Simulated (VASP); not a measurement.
Input of a VASP 6.6.1 run:

The input INCAR:

```
SYSTEM = AlGa3As4
  PREC = Accurate
  ENCUT = 600
  EDIFF = 1E-6
  ISMEAR = 0
  SIGMA = 0.1
  LREAL = .FALSE.
  LASPH = .TRUE.
  NELM = 60
  ALGO = Normal
  ISIF = 3
  LWAVE = .FALSE.
  LCHARG = .FALSE.
  GGA = PE
  IBRION = 2
  NSW = 80
  EDIFFG = -0.025
```

File KPOINTS:

```
Automatic mesh
0
G
  2 2 2
  0 0 0
```

The input POSCAR:

```
AlGa3As4
1.0
    5.8217368605     -0.0964525720     -0.0794001067
   -0.0964525720      5.7143438088      0.1301543892
   -0.0794001067      0.1301543892      5.6254293276
Al Ga As
1 3 4
Direct
    0.4885139786      0.5020665820      0.4892386192
    0.4997320678     -0.0007367421     -0.0009212983
    0.0109790900      0.0068368216      0.4986876590
    0.0045069590      0.4977228225      0.0068993688
    0.7372410483      0.2381903412      0.7518875678
    0.7517322592      0.7514347193      0.2468742601
    0.2585796657      0.2624158039      0.2557399925
    0.2487149314      0.7420696517      0.7515938308
```

Potentials or basis: VASP PAW PBE potentials, release 64 (Al, Ga_d, As).

The run is started by

```sh
$ cat potpaw_PBE.64/Al/POTCAR potpaw_PBE.64/Ga_d/POTCAR potpaw_PBE.64/As/POTCAR > POTCAR
$ mpirun -np 1 vasp_std > vasp.out
```

(1) Estimate the space group after relaxing (to 0.1 Å).

(2) Predict the relaxed volume.

(3) What does it give for the relaxed cell?

(4) Estimate the band gap on the k mesh.

## Answers

(1) P-43m (No. 215).

(2) 23.76 Å³/atom.

(3) a = 5.747 Å, b = 5.749 Å, c = 5.752 Å, α = 90.01°, β = 89.99°, γ = 89.98°.

(4) 0.50 eV.

Caveat: the k points lie up to 0.55 Å⁻¹ apart in the final cell.
